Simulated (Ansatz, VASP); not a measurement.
# HfO2: VASP beside Ansatz

```
Hf O
1.0
     0.00000    2.55750    2.55750
     2.55750    0.00000    2.55750
     2.55750    2.55750    0.00000
Hf O
1 2
Direct
  0.00000 0.00000 0.00000
  0.75000 0.75000 0.75000
  0.25000 0.25000 0.25000
```

Alike in both runs: task single point; functional PBE-based screened hybrid with a share of 0.35 of exact exchange and HFSCREEN = 0.2078699; k mesh 5 × 5 × 5; occupations fermi-dirac, width 0.05 eV; no spin polarisation.

```csv
,VASP,Ansatz
version,VASP 6.6.1,Ansatz 0.2.0
potentials or method,"VASP PAW PBE potentials, release 64 (Hf_pv, O)",Ansatz PAW
plane-wave cutoff (eV),520,420
valence electrons in the cell,22,38
```

Ansatz gave:

- gap on the k mesh at the Fermi level (eV): 6.39
- least direct gap on the mesh (eV): 6.64
- pressure (GPa): -11.1

Q: Estimate VASP's values.

A: gap on the k mesh at the Fermi level (eV): 6.27; least direct gap on the mesh (eV): 6.55; pressure (GPa): -16.0.

VASP's potentials were made for PBE, not for PBE-based screened hybrid. One of these differences is far larger than is usual between the two programs; its cause wasn't traced. VASP's potentials hold 22 valence electrons a cell and Ansatz's 38, so a difference there can come from the potentials and not from the codes.

The k mesh is coarse, so the values compare programs but aren't converged. Spin-orbit coupling is off throughout. Noted on Ansatz's run: odd divisions of the mesh miss points on the zone boundary, where band edges often lie, so the gap on the mesh can be too wide.
